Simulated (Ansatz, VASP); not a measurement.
## GaSb: VASP beside Ansatz

```
Ga Sb
1.0
     0.00000    2.90283    2.90283
     2.90283    0.00000    2.90283
     2.90283    2.90283    0.00000
Ga Sb
1 1
Direct
  0.00000 0.00000 0.00000
  0.75000 0.75000 0.75000
```

Change from the starting cell: strain -0.050 along x and y, -0.050 along z, atoms carried along.

Alike in both runs: task single point; functional PBEsol; k mesh 18 × 18 × 18; occupations gaussian, width 0.15 eV; no spin polarisation.

|  | VASP | Ansatz |
| --- | --- | --- |
| version | VASP 6.6.1 | Ansatz 0.2.0 |
| potentials or method | VASP PAW PBE potentials, release 64 (Ga_d, Sb), cutoff 520 eV | scalar-relativistic, plane waves, PAW |
| valence electrons in the cell | 18 | 28 |

Ansatz gave:

- gap on the k mesh at the Fermi level (eV): 0.55
- least direct gap on the mesh (eV): 1.15
- pressure (GPa): 11.4

Q: Which values does VASP return?

A: gap on the k mesh at the Fermi level (eV): 0.54; least direct gap on the mesh (eV): 1.17; pressure (GPa): 11.6.

VASP's potentials were made for PBE, not for PBEsol. VASP's potentials hold 18 valence electrons a cell and Ansatz's 28, so a difference there can come from the potentials and not from the codes.

Neither program's run includes spin-orbit coupling.
